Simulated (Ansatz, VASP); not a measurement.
This is a calculation of CdS for Ansatz 0.2.0.

Contents of input.yaml:

```yaml
crystal:
  lattice:
    - [0.0, 2.7714779354, 2.7714779354]
    - [2.7714779354, 0.0, 2.7714779354]
    - [2.7714779354, 2.7714779354, 0.0]
  atoms:
    - { symbol: Cd, position: [0.0, 0.0, 0.0] }
    - { symbol: S, position: [0.5, 0.5, 0.5] }
hamiltonian:
  xc: pbe0
  pseudopotentials: { kind: paw }
kpoints:
  mp_grid: { grid: [4, 4, 4] }
scf:
  occupations: { method: fermi_dirac, width: 0.05 }
output:
  forces: true
  stress: true
  eigenvalues: true
```

Potentials or basis: Ansatz PAW.

Launch:

```sh
$ ansatz run input.yaml --threads 2 --pin off --max-ram 5632MiB --backend cpu --events-out ev --progress --plain --runs-dir out
```

Translate it to VASP 6.6.1. Potentials there: VASP PAW PBE potentials, release 64 (Cd, S).

As run (the cutoff follows the program's own potentials):

File POSCAR:

```
CdS
1.0
    0.0000000000      2.7714779354      2.7714779354
    2.7714779354      0.0000000000      2.7714779354
    2.7714779354      2.7714779354      0.0000000000
Cd S
1 1
Direct
    0.0000000000      0.0000000000      0.0000000000
    0.5000000000      0.5000000000      0.5000000000
```

Contents of INCAR.step1:

```
SYSTEM = CdS
PREC     = Accurate       ! precision mode
ENCUT    = 520            ! plane-wave cutoff, eV
EDIFF    = 1E-5           ! SCF threshold, eV
ISMEAR   = -1             ! smearing method
SIGMA    = 0.05           ! smearing width, eV
LREAL    = .False.        ! projectors in reciprocal space
LASPH    = .True.         ! aspherical terms in the spheres
NELM     = 100            ! most SCF steps
ALGO     = Normal         ! electronic algorithm
ISIF     = 2              ! what is computed and relaxed
LWAVE    = .True.         ! write WAVECAR
GGA      = PE             ! functional
NBANDS   = 16             ! bands
```

File INCAR.step2:

```
SYSTEM = CdS
PREC     = Accurate       ! precision mode
ENCUT    = 520            ! plane-wave cutoff, eV
EDIFF    = 1E-7           ! SCF threshold, eV
ISMEAR   = -1             ! smearing method
SIGMA    = 0.05           ! smearing width, eV
LREAL    = .False.        ! projectors in reciprocal space
LASPH    = .True.         ! aspherical terms in the spheres
NELM     = 100            ! most SCF steps
ALGO     = Normal         ! electronic algorithm
ISIF     = 2              ! what is computed and relaxed
LWAVE    = .False.        ! write WAVECAR
LCHARG   = .True.         ! write CHGCAR
GGA      = PE             ! functional
LHFCALC  = .True.         ! exact exchange
AEXX     = 0.25           ! exact-exchange fraction
PRECFOCK = Normal       
LELF     = .True.         ! ELF
LVHAR    = .True.       
ISTART   = 1            
NBANDS   = 16             ! bands
```

KPOINTS

```
regular mesh
0
Gamma
  4 4 4
  0 0 0
```

Potentials or basis: VASP PAW PBE potentials, release 64 (Cd, S).

Command:

```bash
$ cat potpaw_PBE.64/Cd/POTCAR potpaw_PBE.64/S/POTCAR > POTCAR
$ cp INCAR.step1 INCAR
$ mpirun -np 1 vasp_std > vasp.out
$ cp INCAR.step2 INCAR
$ mpirun -np 1 vasp_std > vasp.out
```

Both were run:

|  | VASP | Ansatz | Ansatz less VASP |
| --- | --- | --- | --- |
| gap on the k mesh at the Fermi level (eV) | 1.94 | 1.91 | -0.029 |
| least direct gap on the mesh (eV) | 3.14 | 3.12 | -0.022 |
| pressure (GPa) | -3.2 | -3.4 | -0.20 |

VASP's potentials hold 18 valence electrons a cell and Ansatz's 26, so a difference there can come from the potentials and not from the codes.

The k mesh is coarse, so the values compare programs but aren't converged.
